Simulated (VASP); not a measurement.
The system is MgS.

```
Mg S
1.0
     0.00000    2.84861    2.84861
     2.84861    0.00000    2.84861
     2.84861    2.84861    0.00000
Mg S
1 1
Direct
  0.00000 0.00000 0.00000
  0.75000 0.75000 0.75000
```

| Property | Result |
| --- | --- |
| Program | VASP 6.6.1 |
| Task | relaxation of cell and atoms |
| Functional | LDA |
| Potentials or basis | VASP PAW LDA potentials, release 64 (Mg, S) |
| Cutoff | 600 eV |
| k mesh | 8 × 8 × 8 |
| Occupations | fermi-dirac, width 0.02 eV |
| Spin | no spin polarisation |

At the start: pressure -3.3 GPa; volume 23.12 Å³/atom.

Task: Where does the relaxation end?

Result: Over 3 steps the energy falls by 14.7 meV/atom and the volume is 21.77 Å³/atom (-5.8 %); space group F-43m (No. 216, to 0.05 Å).

Step by step:
```tsv
step	energy change (eV)	largest force (eV/Å)	pressure (GPa)	volume (Å³)
1	0.0000	0.0000	-3.33	46.23
2	-0.0284	0.0000	0.67	43.09
3	-0.0294	0.0000	0.00	43.54
```

Final structure:
```
Mg S
1.0
     0.00000    2.79224    2.79224
     2.79224    0.00000    2.79224
     2.79224    2.79224    0.00000
Mg S
1 1
Direct
  0.00000 0.00000 0.00000
  0.75000 0.75000 0.75000
```
